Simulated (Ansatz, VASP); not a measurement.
## InP: VASP beside Ansatz

The input INCAR:

```
PREC = Accurate
ENCUT = 520
EDIFF = 1E-6
ISMEAR = -1
SIGMA = 0.05
LREAL = F
LASPH = T
NELM = 150
ALGO = Normal
ISIF = 2
LWAVE = F
LCHARG = F
LNONCOLLINEAR = T
MAGMOM = 0 0 0 0 0 0
LORBIT = 11
LSORBIT = T
GGA_COMPAT = F
LORBMOM = T
GGA = PE
NBANDS = 30
```

File KPOINTS:

```
regular mesh
0
Gamma
  11 11 11
```

POSCAR

```
InP
1.0
    0.0000000000      2.8550000000      2.8550000000
    2.8550000000      0.0000000000      2.8550000000
    2.8550000000      2.8550000000      0.0000000000
In P
1 1
Direct
    0.0000000000      0.0000000000      0.0000000000
    0.5000000000      0.5000000000      0.5000000000
```

Input for Ansatz:

```yaml
crystal:
  lattice:
    - [0.0, 2.855, 2.855]
    - [2.855, 0.0, 2.855]
    - [2.855, 2.855, 0.0]
  atoms:
    - { symbol: In, position: [0.0, 0.0, 0.0] }
    - { symbol: P, position: [0.5, 0.5, 0.5] }
kpoints:
  mp_grid: { grid: [11, 11, 11] }
  band_path:
    path:
      - [0.0, 0.0, 0.0]
      - [0.5, 0.0, 0.5]
      - [0.625, 0.25, 0.625]
      - [0.375, 0.375, 0.75]
      - [0.0, 0.0, 0.0]
      - [0.5, 0.5, 0.5]
      - [0.5, 0.25, 0.75]
      - [0.5, 0.0, 0.5]
    npoints: 5
scf:
  occupations: { method: fermi_dirac, width: 0.05 }
hamiltonian:
  xc: pbe
  pseudopotentials: { kind: all_electron, lapw: { basis_error: 0.001 } }
output:
  forces: true
  stress: true
  eigenvalues: true
magnetization:
  noncollinear: true
  spin_orbit: true
```

Alike in both runs: task single point; functional PBE; k mesh 11 × 11 × 11; occupations fermi-dirac, width 0.05 eV; non-collinear spin, spin-orbit coupling.

|  | VASP | Ansatz |
| --- | --- | --- |
| version | VASP 6.6.1 | Ansatz 0.2.0 |
| potentials or method | VASP PAW PBE potentials, release 64 (In_d, P), cutoff 520 eV | all-electron LAPW |

|  | VASP | Ansatz | Ansatz less VASP |
| --- | --- | --- | --- |
| pressure (GPa) | -5.4 | -5.4 | +0.01 |
| net moment per atom (μB) | 0.00 | 0.00 | 0.000 |

Ansatz ran all-electron here, and VASP with PAW potentials.
